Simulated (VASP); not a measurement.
Crystal: TiO2.

```xyz
12
Lattice="4.5453 0.0000 0.0000 0.0000 5.5196 0.0000 0.0000 0.0000 4.9092" Properties=species:S:1:pos:R:3 pbc="T T T"
Ti    0.0000    0.9548    3.6819
Ti    2.2727    1.8050    1.2273
Ti    0.0000    4.5648    1.2273
Ti    2.2727    3.7147    3.6819
O     1.2338    2.1070    4.5098
O     3.5065    0.6528    0.3994
O     1.0388    0.6528    2.0552
O     3.3115    2.1070    2.8540
O     1.2338    3.4126    2.0552
O     3.5065    4.8668    2.8540
O     1.0388    4.8668    4.5098
O     3.3115    3.4126    0.3994
```

| Quantity | Value |
| --- | --- |
| Program | VASP 6.6.1 |
| Task | relaxation of cell and atoms |
| Functional | PBE |
| Potentials or basis | VASP PAW PBE potentials, release 64 (Ti_sv, O) |
| Cutoff | 600 eV |
| k mesh | 6 × 5 × 6 |
| Occupations | fermi-dirac, width 0.05 eV |
| Spin | no spin polarisation |

At the start: pressure 4.5 GPa; volume 10.26 Å³/atom.

Problem. How do energy, volume and symmetry change on relaxing?

Solution. Over 11 steps the energy falls by 3.4 meV/atom and the volume is 10.49 Å³/atom (+2.2 %); space group Pbcn (No. 60, to 0.1 Å) before and after.

The path:
| step | energy change (eV) | largest force (eV/Å) | pressure (GPa) | volume (Å³) |
| --- | --- | --- | --- | --- |
| 1 | 0.0000 | 0.0890 | 4.55 | 123.16 |
| 2 | 0.0092 | 0.1467 | -4.88 | 128.43 |
| 3 | -0.0344 | 0.1079 | -0.09 | 125.60 |
| 4 | -0.0381 | 0.0732 | -0.02 | 125.69 |
| 5 | -0.0400 | 0.0310 | 0.09 | 125.81 |
| 6 | -0.0400 | 0.0294 | 0.07 | 125.81 |
| 7 | -0.0403 | 0.0165 | -0.10 | 125.92 |
| 8 | -0.0404 | 0.0156 | -0.16 | 125.96 |
| 9 | -0.0405 | 0.0114 | 0.12 | 125.80 |
| 10 | -0.0405 | 0.0098 | 0.08 | 125.83 |
| 11 | -0.0406 | 0.0067 | 0.02 | 125.84 |

Final structure:
```
Ti O
1.0
     4.58004    0.00000    0.00000
     0.00000    5.57362    0.00000
     0.00000    0.00000    4.92969
Ti O
4 8
Direct
  0.00000 0.17649 0.75000
  0.50000 0.32351 0.25000
  0.00000 0.82351 0.25000
  0.50000 0.67649 0.75000
  0.27147 0.38055 0.91878
  0.77147 0.11945 0.08122
  0.22853 0.11945 0.41878
  0.72853 0.38055 0.58122
  0.27147 0.61945 0.41878
  0.77147 0.88055 0.58122
  0.22853 0.88055 0.91878
  0.72853 0.61945 0.08122
```
